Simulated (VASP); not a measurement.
# TiTl2I6O18 (R-3) in VASP: electric field gradients with PBE

Aim: the electric field gradients of TiTl2I6O18 with PBE.

Program: VASP 6.6.1. These are calculated values, not measurements. Logs are shortened: lines on timing, memory, paths and dates and some standing lists are left out, and cuts for length are marked.

**1. The cell of the first run**

It takes space group R-3 (No. 148, trigonal). The conventional cell has a = 11.641 Å, b = 11.641 Å, c = 11.619 Å, α = 90.00°, β = 90.00°, γ = 120.00°. Ti (site symmetry -3) has 6 O at 1.99 Å within 2.6 Å. Tl (site symmetry 3) has 12 O at 3.00 to 3.68 Å and 1 Ti at 3.85 Å and 1 Tl at 3.93 Å and 3 I at 3.98 Å within 4.0 Å. Within 2.6 Å of I (site symmetry 1) lie 4 O at 1.86 to 2.54 Å. O (site symmetry 1) has 1 I at 1.93 Å and 1 Ti at 1.99 Å within 2.6 Å. Within 2.5 Å of O (site symmetry 1) lie 1 I at 1.88 Å. Within 2.6 Å of O (site symmetry 1) lie 2 I at 1.86 to 2.54 Å.

**2. Electric field gradients, PBE (16.83 Å³/atom)**

INCAR

```
SYSTEM = TiTl2I6O18
PREC     = Accurate       ! precision mode
ENCUT    = 520            ! plane-wave cutoff, eV
EDIFF    = 1E-8           ! SCF threshold, eV
ISMEAR   = -1             ! smearing method
SIGMA    = 0.02           ! smearing width, eV
LREAL    = Auto         
LASPH    = .TRUE.         ! aspherical terms in the spheres
NELM     = 80             ! most SCF steps
ALGO     = Normal         ! electronic algorithm
ISIF     = 2              ! what is computed and relaxed
LWAVE    = .FALSE.        ! write WAVECAR
LCHARG   = .FALSE.        ! write CHGCAR
GGA      = PE             ! functional
LEFG     = .TRUE.       
NBANDS   = 113            ! bands
```

KPOINTS

```
regular mesh
0
G
  3 3 3
  0 0 0
```

POSCAR

```
TiTl2I6O18
1.0
    5.8203068549      3.3603557294      3.8729313318
   -5.8203068549      3.3603557294      3.8729313318
    0.0000000000     -6.7207114589      3.8729313317
Ti Tl I O
1 2 6 18
Direct
    0.5000000000      0.5000000000      0.5000000000
    0.8310449067      0.8310449067      0.8310449067
    0.1689550933      0.1689550933      0.1689550933
    0.7049203096      0.1239830861      0.3398162741
    0.3398162741      0.7049203096      0.1239830861
    0.1239830861      0.3398162741      0.7049203096
    0.2950796904      0.8760169139      0.6601837259
    0.6601837259      0.2950796904      0.8760169139
    0.8760169139      0.6601837259      0.2950796904
    0.5482517356      0.2982120806      0.3357741849
    0.3357741849      0.5482517356      0.2982120806
    0.2982120806      0.3357741849      0.5482517356
    0.4517482644      0.7017879194      0.6642258151
    0.6642258151      0.4517482644      0.7017879194
    0.7017879194      0.6642258151      0.4517482644
    0.9077192196      0.2916213863      0.3928879518
    0.3928879518      0.9077192196      0.2916213863
    0.2916213863      0.3928879518      0.9077192196
    0.0922807804      0.7083786137      0.6071120482
    0.6071120482      0.0922807804      0.7083786137
    0.7083786137      0.6071120482      0.0922807804
    0.6859769116      0.0798355174      0.0962098378
    0.0962098378      0.6859769116      0.0798355174
    0.0798355174      0.0962098378      0.6859769116
    0.3140230884      0.9201644826      0.9037901622
    0.9037901622      0.3140230884      0.9201644826
    0.9201644826      0.9037901622      0.3140230884
```

Potentials or basis: VASP PAW PBE potentials, release 64 (Ti_sv, Tl_d, I, O).

Started as:

```sh
$ cat potpaw_PBE.64/Ti_sv/POTCAR potpaw_PBE.64/Tl_d/POTCAR potpaw_PBE.64/I/POTCAR potpaw_PBE.64/O/POTCAR > POTCAR
$ mpirun -np 1 vasp_std > vasp.out
```

OUTCAR:

```text
SYSTEM = TiTl2I6O18
   PREC = Accurate
   ENCUT = 520
   EDIFF = 1E-8
   ISMEAR = -1
   LREAL = Auto
   LASPH = .TRUE.
   NELM = 80
   ISIF = 2
   GGA = PE

 ion  position               nearest neighbor table
   1  0.500  0.500  0.500-  12 1.99  15 1.99  14 1.99  11 1.99  10 1.99  13 1.99
   2  0.831  0.831  0.831-  21 3.00  19 3.00  20 3.00  15 3.05  14 3.05  13 3.05   3 3.93
   3  0.169  0.169  0.169-  18 3.00  16 3.00  17 3.00  12 3.05  11 3.05  10 3.05   2 3.93
   4  0.705  0.124  0.340-  22 1.86  16 1.88  10 1.93  27 2.54  17 2.72
   5  0.340  0.705  0.124-  23 1.86  17 1.88  11 1.93  25 2.54  18 2.72
   6  0.124  0.340  0.705-  24 1.86  18 1.88  12 1.93  26 2.54  16 2.72
   7  0.295  0.876  0.660-  25 1.86  19 1.88  13 1.93  24 2.54  20 2.72
   8  0.660  0.295  0.876-  26 1.86  20 1.88  14 1.93  22 2.54  21 2.72
   9  0.876  0.660  0.295-  27 1.86  21 1.88  15 1.93  23 2.54  19 2.72
  10  0.548  0.298  0.336-   4 1.93   1 1.99   3 3.05
  11  0.336  0.548  0.298-   5 1.93   1 1.99   3 3.05
  12  0.298  0.336  0.548-   6 1.93   1 1.99   3 3.05
  13  0.452  0.702  0.664-   7 1.93   1 1.99   2 3.05
  14  0.664  0.452  0.702-   8 1.93   1 1.99   2 3.05
  15  0.702  0.664  0.452-   9 1.93   1 1.99   2 3.05
  16  0.908  0.292  0.393-   4 1.88   6 2.72   3 3.00
  17  0.393  0.908  0.292-   5 1.88   4 2.72   3 3.00
  18  0.292  0.393  0.908-   6 1.88   5 2.72   3 3.00
  19  0.092  0.708  0.607-   7 1.88   9 2.72   2 3.00
  20  0.607  0.092  0.708-   8 1.88   7 2.72   2 3.00
  21  0.708  0.607  0.092-   9 1.88   8 2.72   2 3.00
  22  0.686  0.080  0.096-   4 1.86   8 2.54
  23  0.096  0.686  0.080-   5 1.86   9 2.54
  24  0.080  0.096  0.686-   6 1.86   7 2.54
  25  0.314  0.920  0.904-   7 1.86   5 2.54
  26  0.904  0.314  0.920-   8 1.86   6 2.54
  27  0.920  0.904  0.314-   9 1.86   4 2.54

  LATTYP: Found a trigonal (rhomboedric) cell.
 ALAT       =     7.7567750782
 COS(alpha) =    -0.1260543756

  Lattice vectors:

 A1 = (   5.8203068549,   3.3603557294,   3.8729313318)
 A2 = (  -5.8203068549,   3.3603557294,   3.8729313318)
 A3 = (   0.0000000000,  -6.7207114589,   3.8729313317)

Analysis of symmetry for initial positions (statically):
=====================================================================
 Subroutine PRICEL returns:
 Original cell was already a primitive cell.

 Routine SETGRP: Setting up the symmetry group for a
 trigonal (rhombohedral) supercell.

 Subroutine GETGRP returns: Found  6 space group operations
 (whereof  6 operations were pure point group operations)
 out of a pool of 12 trial point group operations.

The static configuration has the point symmetry S_6 .

Analysis of symmetry for dynamics (positions and initial velocities):
=====================================================================
 Subroutine PRICEL returns:
 Original cell was already a primitive cell.

 Routine SETGRP: Setting up the symmetry group for a
 trigonal (rhombohedral) supercell.

 Subroutine GETGRP returns: Found  6 space group operations
 (whereof  6 operations were pure point group operations)
 out of a pool of 12 trial point group operations.

The dynamic configuration has the point symmetry S_6 .

 Subroutine INISYM returns: Found  6 space group operations
 (whereof  6 operations are pure point group operations),
 and found     1 'primitive' translations

----------------------------------------------------------------------------------------

                                     Primitive cell

  volume of cell :     454.4878

  direct lattice vectors                    reciprocal lattice vectors
     5.820306855  3.360355729  3.872931332     0.085906124  0.049597924  0.086067452
    -5.820306855  3.360355729  3.872931332    -0.085906124  0.049597924  0.086067452
     0.000000000 -6.720711459  3.872931332     0.000000000 -0.099195847  0.086067452

  length of vectors
[... 116 lines left out ...]
   NSW    =      0    number of steps for IOM
   IBRION =     -1    ionic relax: 0-MD 1-quasi-New 2-CG
   NFREE  =      0    steps in history (QN), initial steepest desc. (CG)
   ISIF   =      2    stress and relaxation
   ISYM   =      2    0-nonsym 1-usesym 2-fastsym
   POTIM  = 0.5000    time-step for ionic-motion
   TEBEG  =    0.0;   TEEND  =   0.0 temperature during run
   PSTRESS=    0.0 pullay stress
   NELECT =     188.0000    total number of electrons
   NUPDOWN=      -1.0000    fix difference up-down
   EMIN   =  10.00;   EMAX   =-10.00  energy-range for DOS
   EFERMI =   0.00;   METHOD = LEGACY
   ISMEAR =    -1;   SIGMA  =   0.02  broadening in eV -4-tet -1-fermi 0-gaus
   EFERMI_NEDOS =   21; number of points for ismear=-14 and -15
   IALGO  =     38    algorithm
   IMIX   =      4    mixing-type and parameters
     AMIX     =   0.40;   BMIX     =  1.00
     AMIX_MAG =   1.60;   BMIX_MAG =  1.00
  volume/ion in A,a.u.               =      16.83       113.59
  Fermi-wavevector in a.u.,A,eV,Ry     =   1.219795  2.305078 20.244094  1.487899
  Thomas-Fermi vector in A             =   2.355034
   LORBIT       =      0    0 simple, 1 ext, 2 COOP (PROOUT), +10 PAW based schemes
   GGA     = PE    functional components
   LHFCALC =     F    Hartree Fock is set to
   AEXX    =    0.0000 exact exchange contribution
   IVDW    =     0    specifies the selected vdW correction
   LEPSILON=     F    determine dielectric tensor
   LRPA    =     F    only Hartree local field effects (RPA)
 non-spin polarized calculation
  energy-cutoff  :      520.00
  volume of cell :      454.49
 maximum number of plane-waves:     12275
 NGX is ok and might be reduce to    60
   NGX = 29   NGY = 29   NGZ = 29

 number of electron     188.0000011 magnetization

 Free energy of the ion-electron system (eV)
  ---------------------------------------------------
  ext. energy  EPLUGINS =         0.00000000
  ---------------------------------------------------
  free energy    TOTEN  =      -129.51251325 eV

  energy without entropy =     -129.51251325  energy(sigma->0) =     -129.51251325

 E-fermi :   3.1547     XC(G=0):  -9.4269

 val. band max:        2.6881870969   @ k =   0.3333   0.3333   0.3333
 cond. band min:       5.1586069461   @ k =  -0.3333   0.3333   0.0000
 fundamental gap:      2.4704198492
 Fermi energy:         3.1547481981

 k-point     1 :       0.0000    0.0000    0.0000
  band No.  band energies     occupation
      1     -54.2859      2.00000
      2     -30.5288      2.00000
      3     -30.4798      2.00000
      4     -30.4798      2.00000
      5     -17.0467      2.00000
      6     -16.6667      2.00000
[... 643 lines left out ...]
    105       6.8853      0.00000
    106       6.9591      0.00000
 [bands above 106 left out]

------------------------ aborting loop because EDIFF is reached ----------------------------------------

  FORCE on cell =-STRESS in cart. coord.  units (eV):
  Direction    XX          YY          ZZ          XY          YZ          ZX
  --------------------------------------------------------------------------------------
  -------------------------------------------------------------------------------------
  Total      -10.2314136    -10.2314136    -15.1123847      0.0000026      0.0000000      0.0000000
  in kB      -36.0681645    -36.0681645    -53.2747473      0.0000093      0.0000000      0.0000000
  external PRESSURE =     -41.8036921 kB  Pullay stress =       0.0000000 kB

 VOLUME and BASIS-vectors are now :
 -----------------------------------------------------------------------------
  energy-cutoff  :      520.00
  volume of cell :      454.49
      direct lattice vectors                 reciprocal lattice vectors
     5.820306855  3.360355729  3.872931332     0.085906124  0.049597924  0.086067452
    -5.820306855  3.360355729  3.872931332    -0.085906124  0.049597924  0.086067452
     0.000000000 -6.720711459  3.872931332     0.000000000 -0.099195847  0.086067452

 POSITION                                       TOTAL-FORCE (eV/Angst)
 -----------------------------------------------------------------------------------
      0.00000     -0.00000      5.80940         0.000000     -0.000000      0.000000
      0.00000     -0.00000      9.65574         0.000000      0.000000     -0.051067
      0.00000     -0.00000      1.96305         0.000000     -0.000000      0.051067
      3.38123      0.50160      4.52637        -0.546142      1.293331      0.213712
     -2.12502      2.67743      4.52637        -0.846987     -1.119638      0.213712
     -1.25622     -3.17904      4.52637         1.393129     -0.173693      0.213712
[... 19 lines left out ...]
      3.43263     -2.09187      8.28024        -0.651454     -0.202868     -0.627373
      0.09530      4.01868      8.28024         0.501416     -0.462742     -0.627373
 -----------------------------------------------------------------------------------
    total drift:                               -0.000000      0.000000      0.000000

  FREE ENERGIE OF THE ION-ELECTRON SYSTEM (eV)
  ---------------------------------------------------
  free  energy   TOTEN  =      -129.5125132490 eV

  energy  without entropy=     -129.5125132490  energy(sigma->0) =     -129.51251325

 Electric field gradients (V/A^2)
---------------------------------------------------------------------
 ion       V_xx      V_yy      V_zz      V_xy      V_xz      V_yz
---------------------------------------------------------------------
   1       2.904     2.904    -5.808    -0.000     0.000    -0.000
   2      -9.430    -9.430    18.859     0.000    -0.000    -0.000
   3      -9.430    -9.430    18.859    -0.000    -0.000    -0.000
   4     233.026  -384.922   151.896   224.648    50.524   -89.590
   5     -35.885  -116.012   151.896  -379.903    52.325    88.550
   6    -424.986   273.090   151.896   155.256  -102.849     1.040
[... 19 lines left out ...]
  26      31.409   -34.584     3.175    68.273   111.476    47.827
  27      41.041   -44.215     3.175   -62.713   -97.158    72.628
---------------------------------------------------------------------

 Electric field gradients after diagonalization (V/A^2)
 (convention: |V_zz| > |V_xx| > |V_yy|)
----------------------------------------------------------------------
 ion       V_xx      V_yy      V_zz     asymmetry (V_yy - V_xx)/ V_zz
----------------------------------------------------------------------
   1       2.904     2.904    -5.808       0.000
   2      -9.430    -9.430    18.859       0.000
   3      -9.430    -9.430    18.859       0.000
   4     308.941   165.265  -474.207       0.303
   5     308.941   165.265  -474.207       0.303
   6     308.941   165.265  -474.207       0.303
[... 19 lines left out ...]
  26     -97.681   -66.554   164.235       0.190
  27     -97.681   -66.554   164.235       0.190
----------------------------------------------------------------------

           NMR quadrupolar parameters

 Cq : quadrupolar parameter    Cq=e*Q*V_zz/h
 eta: asymmetry parameters     (V_yy - V_xx)/ V_zz
 Q  : nuclear electric quadrupole moment in mb (millibarn)
----------------------------------------------------------------------
 ion       Cq(MHz)       eta       Q (mb)
----------------------------------------------------------------------
   1      -0.014       0.000       1.000
   2       0.046       0.000       1.000
   3       0.046       0.000       1.000
   4      -1.147       0.303       1.000
   5      -1.147       0.303       1.000
   6      -1.147       0.303       1.000
[... 19 lines left out ...]
  26       0.397       0.190       1.000
  27       0.397       0.190       1.000
----------------------------------------------------------------------
```

Wall time 17 min (1 thread of Intel Xeon 8259CL, shared host); peak memory 0.61 GiB.

What came out:

```
Free energy                             : -129.5125 eV
Pressure                                : -4.2 GPa
Largest force                           : 1.420 eV/Å
Band gap on the k mesh                  : 2.47 eV (least direct gap 2.52 eV)
Largest electric field gradient by atom : Ti -5.8; Tl +18.9; I -474.2; O +132.3, +147.0, +164.2 (each value once) V/Å²
```

Forces on the atoms (eV/Å):
```
Ti   0.000  0.000  0.000
Tl   0.000  0.000 -0.051
Tl   0.000  0.000  0.051
I   -0.546  1.293  0.214
I   -0.847 -1.120  0.214
I    1.393 -0.174  0.214
I    0.546 -1.293 -0.214
I    0.847  1.120 -0.214
I   -1.393  0.174 -0.214
O    0.384 -0.177  0.211
O   -0.038  0.421  0.211
O   -0.346 -0.244  0.211
O   -0.384  0.177 -0.211
O    0.038 -0.421 -0.211
O    0.346  0.244 -0.211
O   -0.057 -0.491 -0.785
O    0.454  0.197 -0.785
O   -0.397  0.295 -0.785
O    0.057  0.491  0.785
O   -0.454 -0.197  0.785
O    0.397 -0.295  0.785
O   -0.150 -0.666  0.627
O    0.651  0.203  0.627
O   -0.501  0.463  0.627
O    0.150  0.666 -0.627
O   -0.651 -0.203 -0.627
O    0.501 -0.463 -0.627
```

Stress tensor (GPa, compression positive):
```
-3.61  0.00  0.00
 0.00 -3.61  0.00
 0.00  0.00 -5.33
```

Electric field gradients, principal values (V/Å²):
```csv
atom,least,middle,greatest (by size)
1 Ti,2.904,2.904,-5.808
2 Tl,-9.430,-9.430,18.859
3 Tl,-9.430,-9.430,18.859
4 I,165.265,308.941,-474.207
5 I,165.265,308.941,-474.207
6 I,165.265,308.941,-474.207
7 I,165.265,308.941,-474.207
8 I,165.265,308.941,-474.207
9 I,165.265,308.941,-474.207
10 O,-59.413,-72.871,132.284
11 O,-59.413,-72.871,132.284
12 O,-59.413,-72.871,132.284
13 O,-59.413,-72.871,132.284
14 O,-59.413,-72.871,132.284
15 O,-59.413,-72.871,132.284
16 O,-64.631,-82.351,146.982
17 O,-64.631,-82.351,146.982
18 O,-64.631,-82.351,146.982
19 O,-64.631,-82.351,146.982
20 O,-64.631,-82.351,146.982
21 O,-64.631,-82.351,146.982
22 O,-66.554,-97.681,164.235
23 O,-66.554,-97.681,164.235
24 O,-66.554,-97.681,164.235
25 O,-66.554,-97.681,164.235
26 O,-66.554,-97.681,164.235
27 O,-66.554,-97.681,164.235
```

Caveat: the cell stands under tension; without QUAD_EFG the Cq values of the log hold for a quadrupole moment of 1 mb, not for the nuclei; spin-orbit coupling is left out, which moves the levels of the heavy elements; an odd mesh through Γ misses points on the zone boundary, where band edges can lie; forces of over 1 eV/Å act on the atoms, so gaps and moduli don't describe the material at rest.
